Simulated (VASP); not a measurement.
# RuSe (F-43m) in VASP: notebook

Runs on RuSe. Level: PBE. Tasks: single point.

Everything below comes from runs of VASP 6.6.1. Logs are shortened: lines on timing, memory, paths and dates and some standing lists are left out, and cuts for length are marked.

## 1. The cell of the first run

The structure is cubic, space group F-43m (No. 216). The conventional cell has a = 5.682 Å, b = 5.682 Å, c = 5.682 Å, α = 90.00°, β = 90.00°, γ = 90.00°. Ru (site symmetry -43m) has 4 Se at 2.46 Å within 3.2 Å. Within 3.2 Å of Se (site symmetry -43m) lie 4 Ru at 2.46 Å.

## 2. Single point, PBE (volume scaled by 1.100)

Contents of INCAR:

```
SYSTEM = RuSe
PREC = Accurate
ENCUT = 520
EDIFF = 1E-6
ISMEAR = 0
SIGMA = 0.05
LREAL = .FALSE.
LASPH = .TRUE.
NELM = 60
ALGO = Normal
ISIF = 2
LWAVE = .FALSE.
LCHARG = .FALSE.
GGA = PE
NBANDS = 17
```

Contents of KPOINTS:

```
regular mesh
0
G
  10 10 10
  0 0 0
```

Contents of POSCAR:

```
RuSe
1.0
    0.0000000000      2.8408543005      2.8408543005
    2.8408543005      0.0000000000      2.8408543005
    2.8408543005      2.8408543005      0.0000000000
Ru Se
1 1
Direct
    0.0000000000      0.0000000000      0.0000000000
    0.2500000000      0.2500000000      0.2500000000
```

Potentials or basis: VASP PAW PBE potentials, release 64 (Ru_pv, Se).

Started as:

```
cat potpaw_PBE.64/Ru_pv/POTCAR potpaw_PBE.64/Se/POTCAR > POTCAR
mpirun -np 1 vasp_std > vasp.out
```

OUTCAR:

```text
SYSTEM = RuSe
   PREC = Accurate
   ENCUT = 520
   EDIFF = 1E-6
   ISMEAR = 0
   LREAL = .FALSE.
   LASPH = .TRUE.
   NELM = 60
   ISIF = 2
   GGA = PE

 ion  position               nearest neighbor table
   1  0.000  0.000  0.000-   2 2.46   2 2.46   2 2.46   2 2.46
   2  0.250  0.250  0.250-   1 2.46   1 2.46   1 2.46   1 2.46

  LATTYP: Found a face centered cubic cell.
 ALAT       =     5.6817086010

  Lattice vectors:

 A1 = (   0.0000000000,   2.8408543005,   2.8408543005)
 A2 = (   2.8408543005,   0.0000000000,   2.8408543005)
 A3 = (   2.8408543005,   2.8408543005,   0.0000000000)

Analysis of symmetry for initial positions (statically):
=====================================================================
 Subroutine PRICEL returns:
 Original cell was already a primitive cell.

 Routine SETGRP: Setting up the symmetry group for a
 face centered cubic supercell.

 Subroutine GETGRP returns: Found 24 space group operations
 (whereof 24 operations were pure point group operations)
 out of a pool of 48 trial point group operations.

The static configuration has the point symmetry T_d .

Analysis of symmetry for dynamics (positions and initial velocities):
=====================================================================
 Subroutine PRICEL returns:
 Original cell was already a primitive cell.

 Routine SETGRP: Setting up the symmetry group for a
 face centered cubic supercell.

 Subroutine GETGRP returns: Found 24 space group operations
 (whereof 24 operations were pure point group operations)
 out of a pool of 48 trial point group operations.

The dynamic configuration has the point symmetry T_d .

 Subroutine INISYM returns: Found 24 space group operations
 (whereof 24 operations are pure point group operations),
 and found     1 'primitive' translations

----------------------------------------------------------------------------------------

                                     Primitive cell

  volume of cell :      45.8540

  direct lattice vectors                    reciprocal lattice vectors
     0.000000000  2.840854301  2.840854301    -0.176003394  0.176003394  0.176003394
     2.840854301  0.000000000  2.840854301     0.176003394 -0.176003394  0.176003394
     2.840854301  2.840854301  0.000000000     0.176003394  0.176003394 -0.176003394

  length of vectors
     4.017574680  4.017574680  4.017574680     0.304846821  0.304846821  0.304846821

  position of ions in fractional coordinates (direct lattice)
     0.000000000  0.000000000  0.000000000
     0.250000000  0.250000000  0.250000000

  ion indices of the primitive-cell ions
   primitive index   ion index
                 1           1
                 2           2

----------------------------------------------------------------------------------------

 KPOINTS: regular mesh

Automatic generation of k-mesh.
 Grid dimensions read from file:
 generate k-points for:   10   10   10

 Generating k-lattice:

  Cartesian coordinates                     Fractional coordinates (reciprocal lattice)
    -0.017600339  0.017600339  0.017600339     0.100000000  0.000000000  0.000000000
     0.017600339 -0.017600339  0.017600339     0.000000000  0.100000000  0.000000000
     0.017600339  0.017600339 -0.017600339     0.000000000  0.000000000  0.100000000

  Length of vectors
     0.030484682  0.030484682  0.030484682

  Shift w.r.t. Gamma in fractional coordinates (k-lattice)
     0.000000000  0.000000000  0.000000000

 Subroutine IBZKPT returns following result:
 ===========================================

 Found     47 irreducible k-points:

 Following reciprocal coordinates:
            Coordinates               Weight
  0.000000  0.000000  0.000000      1.000000
  0.100000  0.000000  0.000000      8.000000
  0.200000  0.000000  0.000000      8.000000
  0.300000  0.000000  0.000000      8.000000
  0.400000  0.000000  0.000000      8.000000
  0.500000  0.000000  0.000000      4.000000
[... 16 lines left out ...]
  0.300000  0.300000  0.000000      6.000000
  0.400000  0.300000  0.000000     24.000000
 [... further k-points ...]
   k-points           NKPTS =     47   k-points in BZ     NKDIM =     47   number of bands    NBANDS=     17
   number of dos      NEDOS =    301   number of ions     NIONS =      2
   total plane-waves  NPLWV =  27000
   dimension x,y,z NGX =    30 NGY =   30 NGZ =   30
   dimension x,y,z NGXF=    60 NGYF=   60 NGZF=   60
   ions per type =               1   1
   NGX,Y,Z   is equivalent  to a cutoff of  12.41, 12.41, 12.41 a.u.
   NGXF,Y,Z  is equivalent  to a cutoff of  24.83, 24.83, 24.83 a.u.
 SYSTEM =  RuSe
   PREC   = accura    normal or accurate (medium, high low for compatibility)
   ISTART =      0    job   : 0-new  1-cont  2-samecut
   ICHARG =      2    charge: 1-file 2-atom 10-const
   ISPIN  =      1    spin polarized calculation?
   LNONCOLLINEAR =      F non collinear calculations
   LSORBIT =      F    spin-orbit coupling
   LASPH  =      T    aspherical Exc in radial PAW
   ENCUT  =  520.0 eV  38.22 Ry    6.18 a.u.   7.47  7.47  7.47*2*pi/ulx,y,z
   NELM   =     60;   NELMIN=  2; NELMDL= -5     # of ELM steps
   EDIFF  = 0.1E-05   stopping-criterion for ELM
   LREAL  =      F    real-space projection
   EDIFFG = 0.1E-04   stopping-criterion for IOM
   NSW    =      0    number of steps for IOM
   IBRION =     -1    ionic relax: 0-MD 1-quasi-New 2-CG
   NFREE  =      0    steps in history (QN), initial steepest desc. (CG)
   ISIF   =      2    stress and relaxation
   ISYM   =      2    0-nonsym 1-usesym 2-fastsym
   POTIM  = 0.5000    time-step for ionic-motion
   TEBEG  =    0.0;   TEEND  =   0.0 temperature during run
   PSTRESS=    0.0 pullay stress
   NELECT =      20.0000    total number of electrons
   NUPDOWN=      -1.0000    fix difference up-down
   EMIN   =  10.00;   EMAX   =-10.00  energy-range for DOS
   EFERMI =   0.00;   METHOD = LEGACY
   ISMEAR =     0;   SIGMA  =   0.05  broadening in eV -4-tet -1-fermi 0-gaus
   EFERMI_NEDOS =   21; number of points for ismear=-14 and -15
   IALGO  =     38    algorithm
   IMIX   =      4    mixing-type and parameters
     AMIX     =   0.40;   BMIX     =  1.00
     AMIX_MAG =   1.60;   BMIX_MAG =  1.00
  volume/ion in A,a.u.               =      22.93       154.72
  Fermi-wavevector in a.u.,A,eV,Ry     =   1.241536  2.346162 20.972168  1.541411
  Thomas-Fermi vector in A             =   2.375929
   LORBIT       =      0    0 simple, 1 ext, 2 COOP (PROOUT), +10 PAW based schemes
   GGA     = PE    functional components
   LHFCALC =     F    Hartree Fock is set to
   AEXX    =    0.0000 exact exchange contribution
   IVDW    =     0    specifies the selected vdW correction
   LEPSILON=     F    determine dielectric tensor
   LRPA    =     F    only Hartree local field effects (RPA)
 non-spin polarized calculation
 Gauss-broadening in eV      SIGMA  =   0.05
  energy-cutoff  :      520.00
  volume of cell :       45.85
 maximum number of plane-waves:      1258
 NGX is ok and might be reduce to    30
   NGX = 15   NGY = 15   NGZ = 15

 number of electron      20.0000006 magnetization

 Free energy of the ion-electron system (eV)
  ---------------------------------------------------
  ext. energy  EPLUGINS =         0.00000000
  ---------------------------------------------------
  free energy    TOTEN  =       -12.30039986 eV

  energy without entropy =      -12.29678334  energy(sigma->0) =      -12.29859160

 E-fermi :   5.2631     XC(G=0): -10.0949

 val. band max:        5.1925907085   @ k =   0.5000   0.4000   0.1000
 cond. band min:       5.2650624957   @ k =   0.5000   0.4000   0.0000
 fundamental gap:      0.0724717872
 Fermi energy:         5.2631111790

 k-point     1 :       0.0000    0.0000    0.0000
  band No.  band energies     occupation
      1     -37.1253      2.00000
      2     -37.1253      2.00000
      3     -37.1253      2.00000
      4      -9.2128      2.00000
      5       0.5023      2.00000
      6       0.5023      2.00000
[... 9 lines left out ...]
     16      12.5742      0.00000
     17      17.0891      0.00000

 k-point     2 :       0.1000    0.0000    0.0000
  band No.  band energies     occupation
      1     -37.1269      2.00000
      2     -37.1256      2.00000
      3     -37.1256      2.00000
      4      -9.1595      2.00000
      5       0.4020      2.00000
      6       0.5393      2.00000
[... 9 lines left out ...]
     16      12.7344      0.00000
     17      17.4813      0.00000

 k-point     3 :       0.2000    0.0000    0.0000
  band No.  band energies     occupation
      1     -37.1311      2.00000
      2     -37.1262      2.00000
      3     -37.1262      2.00000
      4      -9.0171      2.00000
      5       0.1862      2.00000
      6       0.6325      2.00000
[... 9 lines left out ...]
     16      13.0980      0.00000
     17      16.9924      0.00000

 k-point     4 :       0.3000    0.0000    0.0000
  band No.  band energies     occupation
      1     -37.1362      2.00000
      2     -37.1270      2.00000
      3     -37.1270      2.00000
      4      -8.8349      2.00000
      5       0.0018      2.00000
      6       0.7371      2.00000
[... 9 lines left out ...]
     16      13.3904      0.00000
     17      17.0347      0.00000

 k-point     5 :       0.4000    0.0000    0.0000
  band No.  band energies     occupation
      1     -37.1404      2.00000
      2     -37.1277      2.00000
      3     -37.1277      2.00000
      4      -8.6824      2.00000
      5      -0.0812      2.00000
      6       0.8099      2.00000
[... 9 lines left out ...]
     16      13.4894      0.00000
     17      17.0300      0.00000

 k-point     6 :       0.5000    0.0000    0.0000
  band No.  band energies     occupation
      1     -37.1420      2.00000
      2     -37.1279      2.00000
      3     -37.1279      2.00000
      4      -8.6229      2.00000
      5      -0.0950      2.00000
      6       0.8343      2.00000
[... 9 lines left out ...]
     16      13.5013      0.00000
     17      17.0783      0.00000

 k-point     7 :       0.1000    0.1000    0.0000
  band No.  band energies     occupation
      1     -37.1269      2.00000
      2     -37.1259      2.00000
      3     -37.1259      2.00000
      4      -9.1418      2.00000
      5       0.3519      2.00000
      6       0.5629      2.00000
[... 9 lines left out ...]
     16      12.8895      0.00000
     17      16.3708      0.00000

 k-point     8 :       0.2000    0.1000    0.0000
  band No.  band energies     occupation
      1     -37.1300      2.00000
      2     -37.1266      2.00000
      3     -37.1264      2.00000
      4      -9.0290      2.00000
      5       0.1782      2.00000
      6       0.6365      2.00000
[... 9 lines left out ...]
     16      13.2722      0.00000
     17      15.9425      0.00000
[... 203 lines left out ...]
      1     -37.1403      2.00000
      2     -37.1309      2.00000
      3     -37.1292      2.00000
      4      -8.5593      2.00000
      5      -0.0037      2.00000
      6       0.7694      2.00000
[... 9 lines left out ...]
     16      14.1963      0.00000
     17      16.7592      0.00000

 k-point    20 :      -0.4000    0.2000    0.0000
  band No.  band energies     occupation
      1     -37.1404      2.00000
      2     -37.1317      2.00000
      3     -37.1287      2.00000
      4      -8.5468      2.00000
      5       0.1440      2.00000
      6       0.6262      2.00000
[... 9 lines left out ...]
     16      14.2365      0.00000
     17      17.0058      0.00000

 k-point    21 :      -0.3000    0.2000    0.0000
  band No.  band energies     occupation
      1     -37.1385      2.00000
      2     -37.1314      2.00000
      3     -37.1279      2.00000
      4      -8.6295      2.00000
      5       0.1266      2.00000
      6       0.6067      2.00000
[... 9 lines left out ...]
     16      13.8239      0.00000
     17      16.9509      0.00000

 k-point    22 :      -0.2000    0.2000    0.0000
  band No.  band energies     occupation
      1     -37.1358      2.00000
      2     -37.1299      2.00000
      3     -37.1271      2.00000
      4      -8.7730      2.00000
      5       0.0594      2.00000
      6       0.6700      2.00000
[... 9 lines left out ...]
     16      13.5980      0.00000
     17      16.2916      0.00000

 k-point    23 :       0.3000    0.3000    0.0000
  band No.  band energies     occupation
      1     -37.1364      2.00000
      2     -37.1294      2.00000
      3     -37.1294      2.00000
      4      -8.7099      2.00000
      5      -0.2690      2.00000
      6       1.0162      2.00000
[... 9 lines left out ...]
     16      14.9932      0.00000
     17      14.9932      0.00000

 k-point    24 :       0.4000    0.3000    0.0000
  band No.  band energies     occupation
      1     -37.1388      2.00000
      2     -37.1305      2.00000
      3     -37.1301      2.00000
      4      -8.5899      2.00000
      5      -0.3143      2.00000
      6       1.1057      2.00000
[... 9 lines left out ...]
     16      15.3554      0.00000
     17      16.2356      0.00000

 [... further k-points ...]
[... 5 lines left out ...]
  --------------------------------------------------------------------------------------
  -------------------------------------------------------------------------------------
  Total       -2.5177305     -2.5177305     -2.5177305     -0.0000000      0.0000000      0.0000000
  in kB      -87.9716936    -87.9716936    -87.9716936     -0.0000000      0.0000000      0.0000000
  external PRESSURE =     -87.9716936 kB  Pullay stress =       0.0000000 kB

 VOLUME and BASIS-vectors are now :
 -----------------------------------------------------------------------------
  energy-cutoff  :      520.00
  volume of cell :       45.85
      direct lattice vectors                 reciprocal lattice vectors
     0.000000000  2.840854301  2.840854301    -0.176003394  0.176003394  0.176003394
     2.840854301  0.000000000  2.840854301     0.176003394 -0.176003394  0.176003394
     2.840854301  2.840854301  0.000000000     0.176003394  0.176003394 -0.176003394

 POSITION                                       TOTAL-FORCE (eV/Angst)
 -----------------------------------------------------------------------------------
      0.00000      0.00000      0.00000         0.000000      0.000000      0.000000
      1.42043      1.42043      1.42043        -0.000000     -0.000000     -0.000000
 -----------------------------------------------------------------------------------
    total drift:                                0.000001      0.000001      0.000001

  FREE ENERGIE OF THE ION-ELECTRON SYSTEM (eV)
  ---------------------------------------------------
  free  energy   TOTEN  =       -12.3003998564 eV

  energy  without entropy=      -12.2967833392  energy(sigma->0) =      -12.29859160
```

It took 61 s on 1 thread of AMD EPYC 7R13, shared host; peak memory 0.16 GiB.

What came out:

- Free energy: -12.3004 eV
- Pressure: -8.8 GPa
- Band gap on the k mesh: zero (band 10 reaches 7.03 eV, above the bottom of band 11 at 4.92 eV)

Levels at points of the mesh, in eV from the Fermi level:
| k point | band 7 | band 8 | band 9 | band 10 | band 11 | band 12 | band 13 | band 14 |
| --- | --- | --- | --- | --- | --- | --- | --- | --- |
| (0.00, 0.00, 0.00) | -4.76 | -1.46 | -1.46 | 1.65 | 2.98 | 2.98 | 2.98 | 7.31 |
| (0.50, 0.00, 0.00) | -4.43 | -1.26 | -1.26 | -1.05 | 1.37 | 1.37 | 3.94 | 8.20 |
| (0.50, 0.50, 0.00) | -3.81 | -1.79 | -0.98 | -0.81 | -0.30 | -0.30 | 4.89 | 6.40 |

Caveat: the cell differs from its parent crystal (volume scaled by 1.100).

## 3. Single point, PBE

This run uses another cell than the first one, of 24.07 Å³/atom, 1.050 times its volume.

Contents of INCAR:

```
ALGO     = Normal         # electronic algorithm
EDIFF    = 1E-6           # SCF threshold, eV
ENCUT    = 520            # plane-wave cutoff, eV
GGA      = PE             # functional
ISIF     = 2              # what is computed and relaxed
ISMEAR   = 0              # smearing method
LASPH    = True           # aspherical terms in the spheres
LCHARG   = False          # write CHGCAR
LREAL    = False          # projectors in reciprocal space
LWAVE    = False          # write WAVECAR
NBANDS   = 17             # bands
NELM     = 100            # most SCF steps
PREC     = Accurate       # precision mode
SIGMA    = 0.05           # smearing width, eV
```

Contents of KPOINTS:

```
k-points
0
Gamma
  10 10 10
```

Contents of POSCAR:

```
RuSe
1.0
    0.0000000000      2.8872132262      2.8872132262
    2.8872132262      0.0000000000      2.8872132262
    2.8872132262      2.8872132262      0.0000000000
Ru Se
1 1
Direct
    0.0000000000      0.0000000000      0.0000000000
    0.2500000000      0.2500000000      0.2500000000
```

Potentials or basis: VASP PAW PBE potentials, release 64 (Ru_pv, Se).

Started as:

```
cat potpaw_PBE.64/Ru_pv/POTCAR potpaw_PBE.64/Se/POTCAR > POTCAR
mpirun -np 1 vasp_std > vasp.out
```

Run time: 57 s. Hardware: 1 thread of AMD EPYC 7R13, shared host; peak memory 0.16 GiB.

Results (log left out):

* Free energy: -12.1531 eV
* Pressure: -11.8 GPa
* Band gap on the k mesh: zero (band 10 reaches 6.38 eV, above the bottom of band 11 at 4.42 eV)

Levels at points of the mesh, in eV from the Fermi level:
| k point | band 7 | band 8 | band 9 | band 10 | band 11 | band 12 | band 13 | band 14 |
| --- | --- | --- | --- | --- | --- | --- | --- | --- |
| (0.00, 0.00, 0.00) | -4.52 | -1.34 | -1.34 | 1.54 | 2.77 | 2.77 | 2.77 | 7.19 |
| (0.50, 0.00, 0.00) | -4.21 | -1.16 | -1.16 | -0.97 | 1.29 | 1.29 | 3.83 | 7.97 |
| (0.50, 0.50, 0.00) | -3.66 | -1.63 | -0.90 | -0.76 | -0.26 | -0.26 | 4.72 | 6.24 |
